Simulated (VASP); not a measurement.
Input of a VASP 6.6.1 run:

The input INCAR:

```
SYSTEM = AlN
PREC = Accurate
ENCUT = 520
EDIFF = 1E-6
ISMEAR = 0
SIGMA = 0.02
LREAL = .False.
LASPH = .True.
NELM = 60
ALGO = Normal
ISIF = 2
LWAVE = .False.
LCHARG = .False.
GGA = PE
NBANDS = 16
```

The input KPOINTS:

```
Automatic mesh
0
Gamma
  12 12 6
  0 0 0
```

Contents of POSCAR:

```
AlN
1.0
    3.2710677987      0.0000000000      0.0000000000
   -1.6355338993      2.8328278112      0.0000000000
    0.0000000000      0.0000000000      5.2438552721
Al N
2 2
Direct
    0.6666666667      0.3333333333      0.4997042493
    0.3333333333      0.6666666667      0.9997042493
    0.6666666667      0.3333333333      0.8802957507
    0.3333333333      0.6666666667      0.3802957507
```

Potentials or basis: VASP PAW PBE potentials, release 64 (Al, N).

Command:

```console
$ cat potpaw_PBE.64/Al/POTCAR potpaw_PBE.64/N/POTCAR > POTCAR
$ mpirun -np 1 vasp_std > vasp.out
```

Q: Estimate the pressure.

A: -19.9 GPa.

Q: Estimate the band gap on the k mesh.

A: 2.95 eV, direct.

Stress tensor (GPa, compression positive):
```
-20.39   0.00   0.00
  0.00 -20.39   0.00
  0.00   0.00 -18.86
```

A k mesh can miss the band edges.
